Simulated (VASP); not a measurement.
# Sr4LiCl8 (a cell with a defect) in VASP: single point with PBE

Aim: the single point of Sr4LiCl8 (a cell with a defect) with PBE.

Program: VASP 6.6.1. These are calculated values, not measurements. Logs are shortened: lines on timing, memory, paths and dates and some standing lists are left out, and cuts for length are marked.

### 1 The cell of the first run

The cell holds a defect, 13 atoms: a = 6.965 Å, b = 6.965 Å, c = 6.965 Å, α = 90.00°, β = 90.00°, γ = 90.00°.

### 2 Single point, PBE

Contents of INCAR:

```
SYSTEM = Sr4LiCl8
  PREC = Accurate
  ENCUT = 520
  EDIFF = 1E-6
  ISMEAR = -1
  SIGMA = 0.02
  LREAL = .False.
  LASPH = .True.
  NELM = 80
  ALGO = Normal
  ISIF = 2
  LWAVE = .False.
  LCHARG = .True.
  GGA = PE
  LELF = .True.
  LVHAR = .True.
  NBANDS = 62
  NELECT = 98.0
```

Contents of KPOINTS:

```
Automatic mesh
0
Gamma
  2 2 2
  0 0 0
```

Contents of POSCAR:

```
Sr4LiCl8
1.0
    6.9650000000      0.0000000000      0.0000000000
    0.0000000000      6.9650000000      0.0000000000
    0.0000000000      0.0000000000      6.9650000000
Sr Cl Li
4 8 1
Direct
    0.0073391242     -0.0128814070     -0.0036512563
    0.4918209620      0.5011539124     -0.0034524049
    0.4916166547     -0.0126541278      0.5096020101
   -0.0015707107      0.4984941852      0.5064159368
    0.2978735104      0.1961602297      0.2054370424
    0.7514400574      0.7235984207      0.7335338119
    0.7072752333      0.7872163676      0.2119190237
    0.2252690596      0.2490078966      0.7269361091
    0.7063507538      0.2017685571      0.7956910266
    0.2260841350      0.7178888729      0.2558358938
    0.2619992821      0.7580156497      0.7651167265
    0.7715220388      0.2622502513      0.2706713568
    0.5360921752      1.0246748026      0.0340956210
```

Potentials or basis: VASP PAW PBE potentials, release 64 (Sr_sv, Cl, Li_sv).

Run with:

```bash
cat potpaw_PBE.64/Sr_sv/POTCAR potpaw_PBE.64/Cl/POTCAR potpaw_PBE.64/Li_sv/POTCAR > POTCAR
mpirun -np 1 vasp_std > vasp.out
```

OUTCAR:

```text
SYSTEM = Sr4LiCl8
   PREC = Accurate
   ENCUT = 520
   EDIFF = 1E-6
   ISMEAR = -1
   LREAL = .False.
   LASPH = .True.
   NELM = 80
   ISIF = 2
   GGA = PE
   NELECT = 98.0

 ion  position               nearest neighbor table
   1  0.007  0.987  0.996-  11 2.88   5 2.89   7 2.93   9 2.93  10 3.02   8 3.03   6 3.15  12 3.17
                            13 3.30  13 3.70   2 4.78   3 4.78   4 4.82   3 4.91   2 4.92   4 4.92
   2  0.492  0.501  0.997-  11 2.89   5 2.91   7 2.91   9 2.92  10 2.99   6 3.00   8 3.17  12 3.20
                            13 3.34  13 3.67   1 4.78   3 4.79   4 4.84   4 4.91   1 4.92   3 4.92
   3  0.492  0.987  0.510-  11 2.88   5 2.90   9 2.90   7 2.92   8 3.01   6 3.01  10 3.17  12 3.20
                            13 3.34  13 3.68   1 4.78   2 4.79   4 4.84   4 4.90   1 4.91   2 4.92
   4  0.998  0.498  0.506-   8 2.81  10 2.81  12 2.81   6 2.81  11 3.14   7 3.52   9 3.53   5 3.63
                             1 4.82   3 4.84   2 4.84   3 4.90   2 4.91   1 4.92   1 4.93   2 4.94
   5  0.298  0.196  0.205-  13 2.37   1 2.89   3 2.90   2 2.91   4 3.63
   6  0.751  0.724  0.734-   4 2.81   2 3.00   3 3.01   1 3.15
   7  0.707  0.787  0.212-  13 2.39   2 2.91   3 2.92   1 2.93   4 3.52
   8  0.225  0.249  0.727-   4 2.81   3 3.01   1 3.03   2 3.17
   9  0.706  0.202  0.796-  13 2.38   3 2.90   2 2.92   1 2.93   4 3.53
  10  0.226  0.718  0.256-   4 2.81   2 2.99   1 3.02   3 3.17
  11  0.262  0.758  0.765-   3 2.88   1 2.88   2 2.89   4 3.14
  12  0.772  0.262  0.271-   4 2.81   1 3.17   2 3.20   3 3.20
  13  0.536  0.025  0.034-   5 2.37   9 2.38   7 2.39   1 3.30   3 3.34   2 3.34   2 3.67   3 3.68
                             1 3.70

  LATTYP: Found a simple cubic cell.
 ALAT       =     6.9650000000

  Lattice vectors:

 A1 = (   6.9650000000,   0.0000000000,   0.0000000000)
 A2 = (   0.0000000000,   6.9650000000,   0.0000000000)
 A3 = (   0.0000000000,   0.0000000000,   6.9650000000)

Analysis of symmetry for initial positions (statically):
=====================================================================
 Subroutine PRICEL returns:
 Original cell was already a primitive cell.

 Routine SETGRP: Setting up the symmetry group for a
 simple cubic supercell.

 Subroutine GETGRP returns: Found  1 space group operations
 (whereof  1 operations were pure point group operations)
 out of a pool of 48 trial point group operations.

The static configuration has the point symmetry C_1 .

Analysis of symmetry for dynamics (positions and initial velocities):
=====================================================================
 Subroutine PRICEL returns:
 Original cell was already a primitive cell.

 Routine SETGRP: Setting up the symmetry group for a
 simple cubic supercell.

 Subroutine GETGRP returns: Found  1 space group operations
 (whereof  1 operations were pure point group operations)
 out of a pool of 48 trial point group operations.

The dynamic configuration has the point symmetry C_1 .

 Subroutine INISYM returns: Found  1 space group operations
 (whereof  1 operations are pure point group operations),
 and found     1 'primitive' translations

----------------------------------------------------------------------------------------

                                     Primitive cell

  volume of cell :     337.8807

  direct lattice vectors                    reciprocal lattice vectors
     6.965000000  0.000000000  0.000000000     0.143575018  0.000000000  0.000000000
     0.000000000  6.965000000  0.000000000     0.000000000  0.143575018  0.000000000
     0.000000000  0.000000000  6.965000000     0.000000000  0.000000000  0.143575018

  length of vectors
     6.965000000  6.965000000  6.965000000     0.143575018  0.143575018  0.143575018

  position of ions in fractional coordinates (direct lattice)
     0.007339124  0.987118593  0.996348744
     0.491820962  0.501153912  0.996547595
     0.491616655  0.987345872  0.509602010
     0.998429289  0.498494185  0.506415937
     0.297873510  0.196160230  0.205437042
     0.751440057  0.723598421  0.733533812
     0.707275233  0.787216368  0.211919024
     0.225269060  0.249007897  0.726936109
     0.706350754  0.201768557  0.795691027
     0.226084135  0.717888873  0.255835894
     0.261999282  0.758015650  0.765116726
     0.771522039  0.262250251  0.270671357
     0.536092175  0.024674803  0.034095621

  ion indices of the primitive-cell ions
   primitive index   ion index
                 1           1
                 2           2
                 3           3
                 4           4
                 5           5
                 6           6
                 7           7
                 8           8
                 9           9
                10          10
                11          11
                12          12
                13          13

----------------------------------------------------------------------------------------

 KPOINTS: Automatic mesh

Automatic generation of k-mesh.
 Grid dimensions read from file:
 generate k-points for:    2    2    2

 Generating k-lattice:

  Cartesian coordinates                     Fractional coordinates (reciprocal lattice)
     0.071787509  0.000000000  0.000000000     0.500000000  0.000000000  0.000000000
     0.000000000  0.071787509  0.000000000     0.000000000  0.500000000  0.000000000
     0.000000000  0.000000000  0.071787509     0.000000000  0.000000000  0.500000000

  Length of vectors
     0.071787509  0.071787509  0.071787509

  Shift w.r.t. Gamma in fractional coordinates (k-lattice)
     0.000000000  0.000000000  0.000000000

 Subroutine IBZKPT returns following result:
 ===========================================

 Found      8 irreducible k-points:

 Following reciprocal coordinates:
            Coordinates               Weight
  0.000000  0.000000  0.000000      1.000000
  0.500000  0.000000  0.000000      1.000000
  0.000000  0.500000  0.000000      1.000000
  0.000000  0.000000  0.500000      1.000000
  0.500000  0.500000  0.000000      1.000000
  0.000000  0.500000  0.500000      1.000000
  0.500000  0.000000  0.500000      1.000000
  0.500000  0.500000  0.500000      1.000000
   k-points           NKPTS =      8   k-points in BZ     NKDIM =      8   number of bands    NBANDS=     62
   number of dos      NEDOS =    301   number of ions     NIONS =     13
   total plane-waves  NPLWV = 157464
   dimension x,y,z NGX =    54 NGY =   54 NGZ =   54
   dimension x,y,z NGXF=   108 NGYF=  108 NGZF=  108
   ions per type =               4   8   1
   NGX,Y,Z   is equivalent  to a cutoff of  12.89, 12.89, 12.89 a.u.
   NGXF,Y,Z  is equivalent  to a cutoff of  25.78, 25.78, 25.78 a.u.
 SYSTEM =  Sr4LiCl8
   PREC   = accura    normal or accurate (medium, high low for compatibility)
   ISTART =      0    job   : 0-new  1-cont  2-samecut
   ICHARG =      2    charge: 1-file 2-atom 10-const
   ISPIN  =      1    spin polarized calculation?
   LNONCOLLINEAR =      F non collinear calculations
   LSORBIT =      F    spin-orbit coupling
   LASPH  =      T    aspherical Exc in radial PAW
   ENCUT  =  520.0 eV  38.22 Ry    6.18 a.u.  12.95 12.95 12.95*2*pi/ulx,y,z
   NELM   =     80;   NELMIN=  2; NELMDL= -5     # of ELM steps
   EDIFF  = 0.1E-05   stopping-criterion for ELM
   LREAL  =      F    real-space projection
[... 7 lines left out ...]
   TEBEG  =    0.0;   TEEND  =   0.0 temperature during run
   PSTRESS=    0.0 pullay stress
   NELECT =      98.0000    total number of electrons
   NUPDOWN=      -1.0000    fix difference up-down
   EMIN   =  10.00;   EMAX   =-10.00  energy-range for DOS
   EFERMI =   0.00;   METHOD = LEGACY
   ISMEAR =    -1;   SIGMA  =   0.02  broadening in eV -4-tet -1-fermi 0-gaus
   EFERMI_NEDOS =   21; number of points for ismear=-14 and -15
   IALGO  =     38    algorithm
   IMIX   =      4    mixing-type and parameters
     AMIX     =   0.40;   BMIX     =  1.00
     AMIX_MAG =   1.60;   BMIX_MAG =  1.00
  volume/ion in A,a.u.               =      25.99       175.39
  Fermi-wavevector in a.u.,A,eV,Ry     =   1.083667  2.047833 15.977778  1.174334
  Thomas-Fermi vector in A             =   2.219738
   LORBIT       =      0    0 simple, 1 ext, 2 COOP (PROOUT), +10 PAW based schemes
   GGA     = PE    functional components
   LHFCALC =     F    Hartree Fock is set to
   AEXX    =    0.0000 exact exchange contribution
   IVDW    =     0    specifies the selected vdW correction
   LEPSILON=     F    determine dielectric tensor
   LRPA    =     F    only Hartree local field effects (RPA)
 non-spin polarized calculation
  energy-cutoff  :      520.00
  volume of cell :      337.88
 maximum number of plane-waves:      9124
 NGX is ok and might be reduce to    54
   NGX = 25   NGY = 25   NGZ = 25

 number of electron      98.0000001 magnetization

 Free energy of the ion-electron system (eV)
  ---------------------------------------------------
  ext. energy  EPLUGINS =         0.00000000
  ---------------------------------------------------
  free energy    TOTEN  =       -56.72166976 eV

  energy without entropy =      -56.72166976  energy(sigma->0) =      -56.72166976

 E-fermi :   0.7653     XC(G=0):  -8.3627

 val. band max:        0.1432160504   @ k =   0.5000   0.0000   0.0000
 cond. band min:       5.6914910131   @ k =   0.0000   0.0000   0.0000
 fundamental gap:      5.5482749626
 Fermi energy:         0.7653427868

 k-point     1 :       0.0000    0.0000    0.0000
  band No.  band energies     occupation
      1     -43.8192      2.00000
      2     -32.2478      2.00000
      3     -32.2333      2.00000
      4     -32.2290      2.00000
      5     -32.2253      2.00000
      6     -14.7339      2.00000
[... 53 lines left out ...]
     60       7.7713      0.00000
     61       7.9151      0.00000

 k-point     2 :       0.5000    0.0000    0.0000
  band No.  band energies     occupation
      1     -43.8192      2.00000
      2     -32.2476      2.00000
      3     -32.2329      2.00000
      4     -32.2292      2.00000
      5     -32.2256      2.00000
      6     -14.6188      2.00000
[... 53 lines left out ...]
     60       7.5371      0.00000
     61       7.5434      0.00000

 k-point     3 :       0.0000    0.5000    0.0000
  band No.  band energies     occupation
      1     -43.8192      2.00000
      2     -32.2476      2.00000
      3     -32.2326      2.00000
      4     -32.2297      2.00000
      5     -32.2254      2.00000
      6     -14.6091      2.00000
[... 53 lines left out ...]
     60       7.5403      0.00000
     61       7.5493      0.00000

 k-point     4 :       0.0000    0.0000    0.5000
  band No.  band energies     occupation
      1     -43.8192      2.00000
      2     -32.2476      2.00000
      3     -32.2331      2.00000
      4     -32.2288      2.00000
      5     -32.2258      2.00000
      6     -14.6087      2.00000
[... 53 lines left out ...]
     60       7.5406      0.00000
     61       7.5439      0.00000

 k-point     5 :       0.5000    0.5000    0.0000
  band No.  band energies     occupation
      1     -43.8192      2.00000
      2     -32.2475      2.00000
      3     -32.2326      2.00000
      4     -32.2293      2.00000
      5     -32.2258      2.00000
      6     -14.6749      2.00000
[... 53 lines left out ...]
     60       7.4751      0.00000
     61       7.6994      0.00000

 k-point     6 :       0.0000    0.5000    0.5000
  band No.  band energies     occupation
      1     -43.8192      2.00000
      2     -32.2475      2.00000
      3     -32.2326      2.00000
      4     -32.2293      2.00000
      5     -32.2258      2.00000
      6     -14.6765      2.00000
[... 53 lines left out ...]
     60       7.4890      0.00000
     61       7.6878      0.00000

 k-point     7 :       0.5000    0.0000    0.5000
  band No.  band energies     occupation
      1     -43.8192      2.00000
      2     -32.2475      2.00000
      3     -32.2326      2.00000
      4     -32.2293      2.00000
      5     -32.2258      2.00000
      6     -14.6746      2.00000
[... 53 lines left out ...]
     60       7.4701      0.00000
     61       7.7054      0.00000

 k-point     8 :       0.5000    0.5000    0.5000
  band No.  band energies     occupation
      1     -43.8192      2.00000
      2     -32.2475      2.00000
      3     -32.2326      2.00000
      4     -32.2293      2.00000
      5     -32.2259      2.00000
      6     -14.7912      2.00000
[... 53 lines left out ...]
     60       7.7428      0.00000
     61       7.9378      0.00000
 [bands above 61 left out]

------------------------ aborting loop because EDIFF is reached ----------------------------------------

  FORCE on cell =-STRESS in cart. coord.  units (eV):
  Direction    XX          YY          ZZ          XY          YZ          ZX
  --------------------------------------------------------------------------------------
  -------------------------------------------------------------------------------------
  Total       -0.0898328     -0.1465445     -0.1576084     -0.2433933     -0.1730636     -0.3101695
  in kB       -0.4259729     -0.6948912     -0.7473543     -1.1541331     -0.8206404     -1.4707752
  external PRESSURE =      -0.6227395 kB  Pullay stress =       0.0000000 kB

 VOLUME and BASIS-vectors are now :
 -----------------------------------------------------------------------------
  energy-cutoff  :      520.00
  volume of cell :      337.88
      direct lattice vectors                 reciprocal lattice vectors
     6.965000000  0.000000000  0.000000000     0.143575018  0.000000000  0.000000000
     0.000000000  6.965000000  0.000000000     0.000000000  0.143575018  0.000000000
     0.000000000  0.000000000  6.965000000     0.000000000  0.000000000  0.143575018

 POSITION                                       TOTAL-FORCE (eV/Angst)
 -----------------------------------------------------------------------------------
      0.05112      6.87528      6.93957        -0.020073      0.014794     -0.016583
      3.42553      3.49054      6.94095         0.015615     -0.022176     -0.019184
      3.42411      6.87686      3.54938         0.020725      0.012167      0.001750
      6.95406      3.47201      3.52719        -0.014764      0.015405      0.014655
      2.07469      1.36626      1.43087        -0.023303      0.049736      0.036248
      5.23378      5.03986      5.10906        -0.007652      0.013203      0.008413
      4.92617      5.48296      1.47602         0.020306     -0.020985      0.023422
      1.56900      1.73434      5.06311         0.040030     -0.033582      0.040994
      4.91973      1.40532      5.54199         0.022580      0.032548      0.000542
      1.57468      5.00010      1.78190         0.030302      0.034053     -0.014450
      1.82482      5.27958      5.32904        -0.019584     -0.036673     -0.003685
      5.37365      1.82657      1.88523        -0.065698     -0.063684     -0.066260
      3.73388      0.17186      0.23748         0.001517      0.005194     -0.005860
 -----------------------------------------------------------------------------------
    total drift:                               -0.000332      0.000297      0.000310

  FREE ENERGIE OF THE ION-ELECTRON SYSTEM (eV)
  ---------------------------------------------------
  free  energy   TOTEN  =       -56.7216697559 eV

  energy  without entropy=      -56.7216697559  energy(sigma->0) =      -56.72166976
```

Wall time 4.5 min (1 thread of Intel Xeon Platinum 8488C (Sapphire Rapids), shared host); peak memory 0.46 GiB.

Results:

- Free energy: -56.7217 eV
- Largest force: 0.113 eV/Å

Forces in eV/Å, atoms in the order of the input:
```
Sr  -0.020  0.015 -0.017
Sr   0.016 -0.022 -0.019
Sr   0.021  0.012  0.002
Sr  -0.015  0.015  0.015
Cl  -0.023  0.050  0.036
Cl  -0.008  0.013  0.008
Cl   0.020 -0.021  0.023
Cl   0.040 -0.034  0.041
Cl   0.023  0.033  0.001
Cl   0.030  0.034 -0.014
Cl  -0.020 -0.037 -0.004
Cl  -0.066 -0.064 -0.066
Li   0.002  0.005 -0.006
```

Levels at points of the mesh, in eV from the Fermi level:
```csv
k point,band 47,band 48,band 49,band 50,band 51,band 52
"(0.00, 0.00, 0.00)",-0.76,-0.66,-0.65,4.93,5.23,5.26
"(0.50, 0.00, 0.00)",-0.80,-0.76,-0.62,5.42,5.85,6.04
"(0.00, 0.50, 0.00)",-0.80,-0.76,-0.63,5.43,5.83,6.04
"(0.00, 0.00, 0.50)",-0.80,-0.76,-0.63,5.43,5.84,6.04
"(0.50, 0.50, 0.00)",-0.85,-0.78,-0.76,5.49,5.91,6.02
"(0.00, 0.50, 0.50)",-0.83,-0.78,-0.77,5.49,5.88,6.02
"(0.50, 0.00, 0.50)",-0.84,-0.77,-0.75,5.49,5.91,6.02
"(0.50, 0.50, 0.50)",-1.26,-1.16,-1.15,5.42,5.85,5.90
```

Caveat: the k points lie up to 0.45 Å⁻¹ apart; the cell carries a net charge on a neutralising background, which shifts energy and pressure; the cell is charged against a uniform background, so pressure and absolute levels hang on convention; the cutoff is under 1.25 times the usual one of these potentials, so pressure, stress and relaxed cells hold a basis-set (Pulay) error.
